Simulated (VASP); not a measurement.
# BiTe4 (Cmmm) in VASP: relaxation of cell and atoms with PBE

Aim: the relaxation of cell and atoms of BiTe4 with PBE.

Everything below comes from runs of VASP 6.6.1. Logs are shortened: lines on timing, memory, paths and dates and some standing lists are left out, and cuts for length are marked.

### Step 1. The cell of the first run

The structure is orthorhombic, space group Cmmm (No. 65). Conventional cell: a = 9.369 Å, b = 9.581 Å, c = 3.912 Å, α = 90.00°, β = 90.00°, γ = 90.00°. Within 4.1 Å of Bi (site symmetry mmm) lie 6 Te at 3.12 to 3.21 Å and 2 Bi at 3.91 Å. Te (site symmetry m2m) has 2 Bi at 3.12 Å and 6 Te at 3.40 to 3.91 Å within 4.1 Å. Within 4.0 Å of Te (site symmetry 2mm) lie 7 Te at 2.94 to 3.91 Å and 1 Bi at 3.21 Å.

The cell was generated, and may not be a known phase.

### Step 2. Relaxation of cell and atoms, PBE

File INCAR:

```
  ALGO = Normal
  EDIFF = 1E-6
  EDIFFG = -0.01
  ENCUT = 600
  GGA = PE
  IBRION = 2
  ISIF = 3
  ISMEAR = 0
  LASPH = True
  LCHARG = False
  LREAL = False
  LWAVE = False
  NELM = 100
  NSW = 100
  PREC = Accurate
  SIGMA = 0.1
```

File KPOINTS:

```
k-points
0
Gamma
  6 6 10
```

File POSCAR:

```
BiTe4
1.0
    4.6846271193     -4.7907190639      0.0000000000
    4.6846271193      4.7907190639      0.0000000000
    0.0000000000      0.0000000000      3.9116141163
Bi Te
1 4
Direct
    0.0000000000      0.0000000000      0.0000000000
    0.7466033779      0.2533966221      0.5000000000
    0.2533966221      0.7466033779      0.5000000000
    0.3429739350      0.3429739350      0.0000000000
    0.6570260650      0.6570260650      0.0000000000
```

Potentials or basis: VASP PAW PBE potentials, release 64 (Bi_d, Te).

Started as:

```
$ cat potpaw_PBE.64/Bi_d/POTCAR potpaw_PBE.64/Te/POTCAR > POTCAR
$ mpirun -np 1 vasp_std > vasp.out
```

OUTCAR:

```text
EDIFF = 1E-6
   EDIFFG = -0.01
   ENCUT = 600
   GGA = PE
   IBRION = 2
   ISIF = 3
   ISMEAR = 0
   LASPH = True
   LREAL = False
   NELM = 100
   NSW = 100
   PREC = Accurate

 ion  position               nearest neighbor table
   1  0.000  0.000  0.000-   2 3.12   3 3.12   2 3.12   3 3.12   4 3.21   5 3.21
   2  0.747  0.253  0.500-   1 3.12   1 3.12   5 3.40   4 3.40   4 3.40   5 3.40
   3  0.253  0.747  0.500-   1 3.12   1 3.12   5 3.40   4 3.40   4 3.40   5 3.40
   4  0.343  0.343  0.000-   5 2.94   1 3.21   3 3.40   2 3.40   2 3.40   3 3.40
   5  0.657  0.657  0.000-   4 2.94   1 3.21   3 3.40   2 3.40   2 3.40   3 3.40

  LATTYP: Found a base centered orthorhombic cell.
 ALAT       =     9.3692542386
 B/A-ratio  =     1.0226468280
 C/A-ratio  =     0.4174947137

  Lattice vectors:

 A1 = (   4.6846271193,  -4.7907190639,   0.0000000000)
 A2 = (   4.6846271193,   4.7907190639,   0.0000000000)
 A3 = (   0.0000000000,   0.0000000000,   3.9116141163)

Analysis of symmetry for initial positions (statically):
=====================================================================
 Subroutine PRICEL returns:
 Original cell was already a primitive cell.

 Routine SETGRP: Setting up the symmetry group for a
 base centered orthorhombic supercell.

 Subroutine GETGRP returns: Found  8 space group operations
 (whereof  8 operations were pure point group operations)
 out of a pool of  8 trial point group operations.

The static configuration has the point symmetry D_2h.

Analysis of symmetry for dynamics (positions and initial velocities):
=====================================================================
 Subroutine PRICEL returns:
 Original cell was already a primitive cell.

 Routine SETGRP: Setting up the symmetry group for a
 base centered orthorhombic supercell.

 Subroutine GETGRP returns: Found  8 space group operations
 (whereof  8 operations were pure point group operations)
 out of a pool of  8 trial point group operations.

The dynamic configuration has the point symmetry D_2h.

 Subroutine INISYM returns: Found  8 space group operations
 (whereof  8 operations are pure point group operations),
 and found     1 'primitive' translations

----------------------------------------------------------------------------------------

                                     Primitive cell

  volume of cell :     175.5746

  direct lattice vectors                    reciprocal lattice vectors
     4.684627119 -4.790719064  0.000000000     0.106732081 -0.104368466  0.000000000
     4.684627119  4.790719064  0.000000000     0.106732081  0.104368466  0.000000000
     0.000000000  0.000000000  3.911614116     0.000000000  0.000000000  0.255648939

  length of vectors
     6.700501503  6.700501503  3.911614116     0.149279984  0.149279984  0.255648939

  position of ions in fractional coordinates (direct lattice)
     0.000000000  0.000000000  0.000000000
     0.746603378  0.253396622  0.500000000
     0.253396622  0.746603378  0.500000000
     0.342973935  0.342973935  0.000000000
     0.657026065  0.657026065  0.000000000

  ion indices of the primitive-cell ions
   primitive index   ion index
                 1           1
                 2           2
                 3           3
                 4           4
                 5           5

----------------------------------------------------------------------------------------

 KPOINTS: k-points

Automatic generation of k-mesh.
 Grid dimensions read from file:
 generate k-points for:    6    6   10

 Generating k-lattice:

  Cartesian coordinates                     Fractional coordinates (reciprocal lattice)
     0.017788680 -0.017394744  0.000000000     0.166666667  0.000000000  0.000000000
     0.017788680  0.017394744  0.000000000     0.000000000  0.166666667  0.000000000
     0.000000000  0.000000000  0.025564894     0.000000000  0.000000000  0.100000000

  Length of vectors
     0.024879997  0.024879997  0.025564894

  Shift w.r.t. Gamma in fractional coordinates (k-lattice)
     0.000000000  0.000000000  0.000000000

 Subroutine IBZKPT returns following result:
 ===========================================

 Found     78 irreducible k-points:

 Following reciprocal coordinates:
            Coordinates               Weight
  0.000000  0.000000  0.000000      1.000000
  0.166667 -0.000000  0.000000      4.000000
  0.333333  0.000000  0.000000      4.000000
  0.500000  0.000000  0.000000      2.000000
  0.166667  0.166667  0.000000      2.000000
  0.333333  0.166667  0.000000      4.000000
[... 16 lines left out ...]
  0.333333  0.333333  0.100000      4.000000
  0.500000  0.333333  0.100000      8.000000
 [... further k-points ...]
   k-points           NKPTS =     78   k-points in BZ     NKDIM =     78   number of bands    NBANDS=     23
   number of dos      NEDOS =    301   number of ions     NIONS =      5
   total plane-waves  NPLWV =  93312
   dimension x,y,z NGX =    54 NGY =   54 NGZ =   32
   dimension x,y,z NGXF=   108 NGYF=  108 NGZF=   64
   ions per type =               1   4
   NGX,Y,Z   is equivalent  to a cutoff of  13.40, 13.40, 13.60 a.u.
   NGXF,Y,Z  is equivalent  to a cutoff of  26.80, 26.80, 27.20 a.u.
 SYSTEM =  unknown system
   PREC   = accura    normal or accurate (medium, high low for compatibility)
   ISTART =      0    job   : 0-new  1-cont  2-samecut
   ICHARG =      2    charge: 1-file 2-atom 10-const
   ISPIN  =      1    spin polarized calculation?
   LNONCOLLINEAR =      F non collinear calculations
   LSORBIT =      F    spin-orbit coupling
   LASPH  =      T    aspherical Exc in radial PAW
   ENCUT  =  600.0 eV  44.10 Ry    6.64 a.u.  13.38 13.38  7.81*2*pi/ulx,y,z
   NELM   =    100;   NELMIN=  2; NELMDL= -5     # of ELM steps
   EDIFF  = 0.1E-05   stopping-criterion for ELM
   LREAL  =      F    real-space projection
   EDIFFG = -.1E-01   stopping-criterion for IOM
   NSW    =    100    number of steps for IOM
   IBRION =      2    ionic relax: 0-MD 1-quasi-New 2-CG
   NFREE  =      1    steps in history (QN), initial steepest desc. (CG)
   ISIF   =      3    stress and relaxation
   ISYM   =      2    0-nonsym 1-usesym 2-fastsym
   POTIM  = 0.5000    time-step for ionic-motion
   TEBEG  =    0.0;   TEEND  =   0.0 temperature during run
   PSTRESS=    0.0 pullay stress
   NELECT =      39.0000    total number of electrons
   NUPDOWN=      -1.0000    fix difference up-down
   EMIN   =  10.00;   EMAX   =-10.00  energy-range for DOS
   EFERMI =   0.00;   METHOD = LEGACY
   ISMEAR =     0;   SIGMA  =   0.10  broadening in eV -4-tet -1-fermi 0-gaus
   EFERMI_NEDOS =   21; number of points for ismear=-14 and -15
   IALGO  =     38    algorithm
   IMIX   =      4    mixing-type and parameters
     AMIX     =   0.40;   BMIX     =  1.00
     AMIX_MAG =   1.60;   BMIX_MAG =  1.00
  volume/ion in A,a.u.               =      35.11       236.97
  Fermi-wavevector in a.u.,A,eV,Ry     =   0.991461  1.873590 13.374467  0.982996
  Thomas-Fermi vector in A             =   2.123204
   LORBIT       =      0    0 simple, 1 ext, 2 COOP (PROOUT), +10 PAW based schemes
   GGA     = PE    functional components
   LHFCALC =     F    Hartree Fock is set to
   AEXX    =    0.0000 exact exchange contribution
   IVDW    =     0    specifies the selected vdW correction
   LEPSILON=     F    determine dielectric tensor
   LRPA    =     F    only Hartree local field effects (RPA)
 conjugate gradient relaxation of ions
 non-spin polarized calculation
 Gauss-broadening in eV      SIGMA  =   0.10
  energy-cutoff  :      600.00
  volume of cell :      175.57
 maximum number of plane-waves:      5898
 NGX is ok and might be reduce to    54
   NGX = 27   NGY = 27   NGZ = 15

--------------------------------------- Ionic step        1  -------------------------------------------

 number of electron      38.9999996 magnetization

 Free energy of the ion-electron system (eV)
  ---------------------------------------------------
  ext. energy  EPLUGINS =         0.00000000
  ---------------------------------------------------
  free energy    TOTEN  =       -15.01218726 eV

  energy without entropy =      -14.97861699  energy(sigma->0) =      -14.99540212

------------------------ aborting loop because EDIFF is reached ----------------------------------------

  FORCE on cell =-STRESS in cart. coord.  units (eV):
  Direction    XX          YY          ZZ          XY          YZ          ZX
  --------------------------------------------------------------------------------------
  -------------------------------------------------------------------------------------
  Total       -0.0163364     -0.8649148      0.6063233      0.0000000      0.0000000      0.0000000
  in kB       -0.1490748     -7.8926381      5.5329040      0.0000000      0.0000000      0.0000000
  external PRESSURE =      -0.8362696 kB  Pullay stress =       0.0000000 kB
[... 98 lines left out ...]
  FREE ENERGIE OF THE ION-ELECTRON SYSTEM (eV)
  ---------------------------------------------------
  free  energy   TOTEN  =       -15.0552596211 eV

  energy  without entropy=      -15.0250689130  energy(sigma->0) =      -15.04016427

[... ionic steps 4 to 36 ...]

--------------------------------------- Ionic step       37  -------------------------------------------

 number of electron      39.0000006 magnetization

------------------------ aborting loop because EDIFF is reached ----------------------------------------

  FORCE on cell =-STRESS in cart. coord.  units (eV):
  Direction    XX          YY          ZZ          XY          YZ          ZX
  --------------------------------------------------------------------------------------
  -------------------------------------------------------------------------------------
  Total       -0.0099498     -0.0090315      0.0032259      0.0000000      0.0000000      0.0000000
  in kB       -0.0914186     -0.0829821      0.0296396      0.0000000      0.0000000      0.0000000
  external PRESSURE =      -0.0482537 kB  Pullay stress =       0.0000000 kB
[... 63 lines left out ...]
  energy  without entropy=      -15.3038868447  energy(sigma->0) =      -15.31692912

--------------------------------------- Ionic step       39  -------------------------------------------

 number of electron      39.0000006 magnetization

 Free energy of the ion-electron system (eV)
  ---------------------------------------------------
  ext. energy  EPLUGINS =         0.00000000
  ---------------------------------------------------
  free energy    TOTEN  =       -15.32997988 eV

  energy without entropy =      -15.30392764  energy(sigma->0) =      -15.31695376

 E-fermi :   5.7086     XC(G=0):  -9.0856

 val. band max:        5.7059795264   @ k =   0.5000   0.0000   0.2000
 cond. band min:       5.7091868627   @ k =   0.3333   0.3333   0.1000
 fundamental gap:      0.0032073363
 Fermi energy:         5.7085924278

 k-point     1 :       0.0000    0.0000    0.0000
  band No.  band energies     occupation
      1     -17.2497      2.00000
      2     -17.2354      2.00000
      3     -17.2274      2.00000
      4     -17.2272      2.00000
      5     -17.2251      2.00000
      6      -7.5788      2.00000
[... 613 lines left out ...]
     22       6.3683      0.00000
     23       7.9310      0.00000

 [... further k-points ...]

------------------------ aborting loop because EDIFF is reached ----------------------------------------

  FORCE on cell =-STRESS in cart. coord.  units (eV):
  Direction    XX          YY          ZZ          XY          YZ          ZX
  --------------------------------------------------------------------------------------
  -------------------------------------------------------------------------------------
  Total        0.0040762     -0.0044107      0.0088432      0.0000000      0.0000000      0.0000000
  in kB        0.0374552     -0.0405292      0.0812577      0.0000000      0.0000000      0.0000000
  external PRESSURE =       0.0260612 kB  Pullay stress =       0.0000000 kB
[... 20 lines left out ...]
  FREE ENERGIE OF THE ION-ELECTRON SYSTEM (eV)
  ---------------------------------------------------
  free  energy   TOTEN  =       -15.3299798772 eV

  energy  without entropy=      -15.3039276395  energy(sigma->0) =      -15.31695376

 reached required accuracy - stopping structural energy minimisation
```

Wall time 43 min (1 thread of Intel Xeon 6975P-C (Granite Rapids), shared host); peak memory 0.59 GiB.

Results:

```yaml
Free_energy: -15.3300 eV
Relaxed_volume: 34.87 Å³/atom
Relaxed_cell: a = 6.236 Å, b = 6.236 Å, c = 4.532 Å, α = 90.00°, β = 90.00°, γ = 81.66°
Space_group_after_relaxing_to_0.1_Å: Cmmm (No. 65)
Energy_gained_by_relaxing: 63.6 meV/atom
Ionic_steps: 39
Pressure_after_relaxing: 0.0 GPa
Largest_force_after_relaxing: 0.008 eV/Å
Band_gap_on_the_k_mesh: zero (an odd number of electrons rules out a gap without spin polarisation)
```

Forces on the atoms (eV/Å):
```
Bi   0.000  0.000  0.000
Te   0.000  0.002  0.000
Te   0.000 -0.002  0.000
Te   0.008  0.000  0.000
Te  -0.008  0.000  0.000
```

Step by step:
```tsv
step	energy change (eV)	largest force (eV/Å)	pressure (GPa)	volume (Å³)
1	0.0000	0.0744	-0.08	175.57
2	-0.0113	0.0717	0.07	175.10
3	-0.0431	0.2058	0.57	173.58
4	-0.0903	0.6391	1.68	170.07
5	0.0153	1.1115	4.14	161.23
6	-0.0983	0.8592	2.55	166.92
7	-0.0999	0.8598	2.55	166.92
8	-0.1046	0.8616	2.53	166.92
9	-0.1130	0.8642	2.50	166.92
10	-0.1263	0.8690	2.43	166.87
11	-0.1363	0.8800	2.32	166.66
12	-0.1481	0.8557	2.15	167.17
13	-0.1797	0.7847	1.67	168.70
14	-0.2255	0.6560	0.79	171.78
15	-0.2544	0.4438	-0.73	178.04
16	-0.2550	0.4681	-0.54	177.21
17	-0.2625	0.4396	-0.48	176.91
18	-0.2813	0.3525	-0.26	175.99
19	-0.3004	0.1699	0.25	174.18
20	-0.3011	0.1253	0.38	173.75
21	-0.3085	0.1025	0.15	174.68
22	-0.3125	0.0956	-0.14	176.00
23	-0.3141	0.0871	-0.05	175.49
24	-0.3158	0.0711	0.13	174.47
25	-0.3160	0.0656	0.19	174.08
26	-0.3171	0.0354	0.10	174.27
27	-0.3177	0.0194	-0.07	174.64
28	-0.3177	0.0074	-0.03	174.56
29	-0.3177	0.0089	-0.03	174.57
30	-0.3177	0.0115	-0.04	174.59
31	-0.3178	0.0109	-0.02	174.46
32	-0.3178	0.0105	0.00	174.35
33	-0.3178	0.0107	0.01	174.37
34	-0.3178	0.0108	0.00	174.41
35	-0.3178	0.0106	-0.01	174.41
36	-0.3178	0.0105	0.00	174.38
37	-0.3178	0.0105	0.00	174.38
38	-0.3178	0.0105	0.00	174.37
39	-0.3178	0.0079	0.00	174.36
```

Final structure:
```xyz
5
Lattice="4.7181 -4.0770 0.0000 4.7181 4.0770 0.0000 0.0000 0.0000 4.5323" Properties=species:S:1:pos:R:3 pbc="T T T"
Bi    0.0000    0.0000    0.0000
Te    4.7181   -1.8588    2.2661
Te    4.7181    1.8588    2.2661
Te    3.1802    0.0000    0.0000
Te    6.2561    0.0000    0.0000
```

Caveat: a cell axis changed by over 15 % at a fixed basis, so the end point is rough; spin-orbit coupling is left out, which moves the levels of the heavy elements; an odd number of electrons without spin polarisation forces a metal; a magnetic or distorted state may lie lower.
